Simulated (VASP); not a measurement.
Si (a cell with a defect), 31 atoms in the cell. The cell holds a defect, 31 atoms: a = 9.356 Å, b = 9.356 Å, c = 9.356 Å, α = 109.47°, β = 109.47°, γ = 109.47°.  This cell differs from its parent crystal: atoms taken out, then relaxed in part.

* Program: VASP 6.6.1
* Task: single point
* Functional: LDA
* Potentials or basis: VASP PAW LDA potentials, release 64 (Si)
* Cutoff: 400 eV
* k mesh: 2 × 2 × 2, shifted
* Occupations: gaussian, width 0.02 eV
* Spin: no spin polarisation
* Dipole correction: no
* Charge: 2
* Further INCAR settings: LREAL = Auto; ALGO = Normal; EDIFF = 1e-06; NBANDS = 83; NELECT = 122.0

Potentials or basis: VASP PAW LDA potentials, release 64 (Si).

Run with:

```sh
$ cat potpaw_LDA.64/Si/POTCAR > POTCAR
$ mpirun -np 1 vasp_std > vasp.out
```

Hardware: 1 thread of Intel(R) Xeon(R) Platinum 8259CL CPU @ 2.50GHz (Skylake/Cascade Lake), on a shared host.

Problem. Estimate the wall time of this run.

Solution. Run time: 2.4 min on 1 thread of Intel(R) Xeon(R) Platinum 8259CL CPU @ 2.50GHz (Skylake/Cascade Lake), on a shared host, peak memory 0.41 GiB. Counts: scf iterations 14, k points 2.
